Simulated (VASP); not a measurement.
Write the native input for VASP 6.6.1 that does the following.

```
Task                   : single point
Functional             : PBE
Potentials or basis    : VASP PAW PBE potentials, release 64 (Ta_sv_GW, F)
Cutoff                 : 700 eV
k mesh                 : 7 × 7 × 7
Occupations            : fermi-dirac, width 0.05 eV
Spin                   : no spin polarisation
Dipole correction      : no
Further INCAR settings : ALGO = Normal; EDIFF = 1e-06; NBANDS = 25
```

The structure of TaF3 lies in POSCAR:

```
TaF3
1.0
    4.0173455211      0.0000000000      0.0000000000
    0.0000000000      4.0173455211      0.0000000000
    0.0000000000      0.0000000000      4.0173455211
Ta F
1 3
Direct
    0.0000000000      0.0000000000      0.0000000000
    0.0000000000      0.0000000000      0.5000000000
    0.0000000000      0.5000000000      0.0000000000
    0.5000000000      0.0000000000      0.0000000000
```

The input as run:

INCAR

```
SYSTEM = TaF3
PREC = Accurate
ENCUT = 700
EDIFF = 1E-6
ISMEAR = -1
SIGMA = 0.05
LREAL = .False.
LASPH = .True.
NELM = 120
ALGO = Normal
ISIF = 2
LWAVE = .False.
LCHARG = .False.
GGA = PE
NBANDS = 25
GGA_COMPAT = .False.
```

KPOINTS

```
regular mesh
0
Gamma
  7 7 7
  0 0 0
```

Potentials or basis: VASP PAW PBE potentials, release 64 (Ta_sv_GW, F).

The run is started by

```sh
$ cat potpaw_PBE.64/Ta_sv_GW/POTCAR potpaw_PBE.64/F/POTCAR > POTCAR
$ mpirun -np 1 vasp_std > vasp.out
```

Results of the run:

| Item | Value |
| --- | --- |
| Pressure | 9.8 GPa |
| Band gap on the k mesh | zero (bands 17 and 18 overlap by 2.41 eV) |

Caveat: the cell stands under pressure; spin-orbit coupling is left out, which moves the levels of the heavy elements.

Run time: 25 s on 1 thread of AMD EPYC 9R45 96-Core Processor (Zen 5) (shared host), peak memory 0.2 GiB.
